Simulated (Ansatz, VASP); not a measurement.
# One calculation of CaO, two programs

Contents of POSCAR:

```
CaO
1.0
    0.0000000000      2.3975501188      2.3975501188
    2.3975501188      0.0000000000      2.3975501188
    2.3975501188      2.3975501188      0.0000000000
Ca O
1 1
Direct
    0.0000000000      0.0000000000      0.0000000000
    0.5000000000      0.5000000000      0.5000000000
```

File INCAR.step1:

```
PREC = Accurate ; ENCUT = 520
EDIFF = 1E-5 ; ISMEAR = 0
SIGMA = 0.01 ; LREAL = False
LASPH = True ; NELM = 120
ALGO = Normal ; ISIF = 2
LWAVE = True ; LCHARG = False
GGA = PE ; NBANDS = 15
GGA_COMPAT = False
```

The input INCAR.step2:

```
PREC = Accurate ; ENCUT = 520
EDIFF = 1E-6 ; ISMEAR = 0
SIGMA = 0.01 ; LREAL = False
LASPH = True ; NELM = 120
ALGO = Normal ; ISIF = 2
LWAVE = False ; LCHARG = False
GGA = PE ; LHFCALC = True
AEXX = 0.75 ; HFSCREEN = 0.5
PRECFOCK = Normal ; ISTART = 1
NBANDS = 15 ; GGA_COMPAT = False
```

KPOINTS

```
regular mesh
0
Gamma
  4 4 4
```

Input for Ansatz:

```yaml
crystal:
  lattice:
    - [0.0, 2.3975501188, 2.3975501188]
    - [2.3975501188, 0.0, 2.3975501188]
    - [2.3975501188, 2.3975501188, 0.0]
  atoms:
    - { symbol: Ca, position: [0.0, 0.0, 0.0] }
    - { symbol: O, position: [0.5, 0.5, 0.5] }
kpoints:
  mp_grid: { grid: [4, 4, 4] }
hamiltonian:
  xc: { exchange: pbe, correlation: pbe, exx: { coeff: 0.75, omega: 0.5 } }
scf:
  occupations: { method: fixed }
  n_extra_bands: 4
output:
  forces: true
  stress: true
  eigenvalues: true
```

Alike in both runs: task single point; functional PBE-based screened hybrid with a share of 0.75 of exact exchange and HFSCREEN = 0.5; k mesh 4 × 4 × 4; no spin polarisation.

|  | VASP | Ansatz |
| --- | --- | --- |
| version | VASP 6.6.1 | Ansatz 0.2.0 |
| potentials or method | VASP PAW PBE potentials, release 64 (Ca_sv, O) | plane waves |
| plane-wave cutoff (eV) | 520 | 420 |
| occupations | gaussian, width 0.01 eV | fixed |
| valence electrons in the cell | 16 | 16 |

|  | VASP | Ansatz | Ansatz less VASP |
| --- | --- | --- | --- |
| gap on the k mesh at the Fermi level (eV) | 6.75 | 6.76 | +0.005 |
| pressure (GPa) | -2.6 | -3.5 | -0.99 |

VASP's potentials were made for PBE, not for PBE-based screened hybrid. Ansatz's warnings: stress exchange threshold loose, stress scf threshold loose.

The k mesh is coarse, so the values compare programs but aren't converged.
